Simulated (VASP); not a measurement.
C17O: single point with PBE+D3(BJ)

The system is C17O, a slab with vacuum.

```
C O
1.0
     4.92989    0.00000    0.00000
    -0.00815    4.41330    0.00000
     0.00000    0.00000   23.66503
C O
17 1
Direct
  0.37457 0.74054 0.16903
  0.87457 0.74054 0.16903
  0.12440 0.63660 0.19201
  0.62440 0.63660 0.19201
  0.12405 0.42910 0.23805
  0.62405 0.42910 0.23805
  0.37388 0.32516 0.26103
  0.87388 0.32516 0.26103
  0.37353 0.11265 0.30707
  0.87353 0.11265 0.30707
  0.12336 0.00729 0.32900
  0.62336 0.00729 0.32900
  0.12299 0.78105 0.37481
  0.62299 0.78105 0.37481
  0.37283 0.68268 0.39362
  0.87283 0.68268 0.39362
  0.49783 0.43268 0.57744
  0.49783 0.43268 0.52884
```

- Program: VASP 6.6.1
- Task: single point
- Functional: PBE
- Dispersion: D3(BJ)
- Potentials or basis: VASP PAW PBE potentials, release 64 (C, O)
- Cutoff: 520 eV
- k mesh: 6 × 6 × 1
- Occupations: gaussian, width 0.05 eV
- Spin: no spin polarisation

The largest force is 2.960 eV/Å. The band gap on the k mesh is zero (bands 37 and 38 overlap by 0.04 eV). The dispersion energy per atom is -0.108 eV.

Forces in eV/Å, atoms in the order of the input:
```
C   -0.003 -1.163  1.521
C    0.003 -1.161  1.521
C   -0.004  1.857 -2.296
C   -0.003  1.862 -2.301
C    0.003 -0.845  0.994
C    0.003 -0.846  0.994
C    0.001  0.160 -0.218
C    0.000  0.159 -0.218
C   -0.006 -0.027  0.009
C    0.010 -0.031  0.012
C    0.010  0.044 -0.042
C   -0.006  0.034 -0.032
C   -0.011  0.001  0.014
C   -0.008 -0.055  0.078
C   -0.030  0.029 -0.037
C    0.030 -0.017  0.039
C    0.001  0.005 -0.739
O    0.010 -0.008  0.700
```

Levels at points of the mesh, in eV from the Fermi level:
```tsv
k point	band 33	band 34	band 35	band 36	band 37	band 38	band 39	band 40	band 41	band 42
(0.00, 0.00, 0.00)	-2.10	-1.71	-0.56	-0.31	-0.09	0.28	0.56	1.06	1.80	2.15
(0.50, 0.00, 0.00)	-3.45	-1.84	-1.84	-0.17	-0.16	-0.01	-0.01	2.63	2.63	3.17
(0.00, 0.50, 0.00)	-2.27	-1.89	-0.54	-0.31	-0.02	0.37	0.43	1.00	2.55	3.01
(0.50, 0.50, 0.00)	-2.56	-0.99	-0.99	-0.11	-0.10	0.02	0.03	2.24	2.24	3.20
```

It took 24 min on 1 thread of Oxide Virtual Turin-like Processor, with other jobs on the host, peak memory 0.69 GiB.
